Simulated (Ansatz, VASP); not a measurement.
LiH in VASP and in Ansatz

```
Li H
1.0
     2.46092    0.00000    0.00000
     0.00000    2.46092    0.00000
     0.00000    0.00000    3.31245
Li H
1 1
Cartesian
  1.2305 1.2305 1.6562
  0.0000 0.0000 0.0000
```

Change from the starting cell: species swapped into the NbIr type (P4/mmm, No. 123).

Alike in both runs: task relaxation of cell and atoms; functional PBE; k mesh 8 × 8 × 6; occupations gaussian, width 0.1 eV; no spin polarisation.

|  | VASP | Ansatz |
| --- | --- | --- |
| version | VASP 6.6.1 | Ansatz 0.2.0 |
| potentials or method | VASP PAW PBE potentials, release 64 (Li_sv, H), cutoff 600 eV | scalar-relativistic, plane waves, PAW |
| valence electrons in the cell | 4 | 4 |

Ansatz gave:

* gap on the k mesh at the Fermi level, each at its own relaxed structure (eV): 0.69
* relaxed volume (Å³/atom): 7.91
* relaxed cell length with the largest relative difference (Å): 2.509

Problem. What did VASP give for the same quantities?

Solution. gap on the k mesh at the Fermi level, each at its own relaxed structure (eV): 0.71; relaxed volume (Å³/atom): 7.96; relaxed cell length with the largest relative difference (Å): 2.518.

Noted on VASP's run: the cutoff is short for stress, so the pressure is rough; the volume moved by over 15 % at a fixed basis, so the end points are rough.
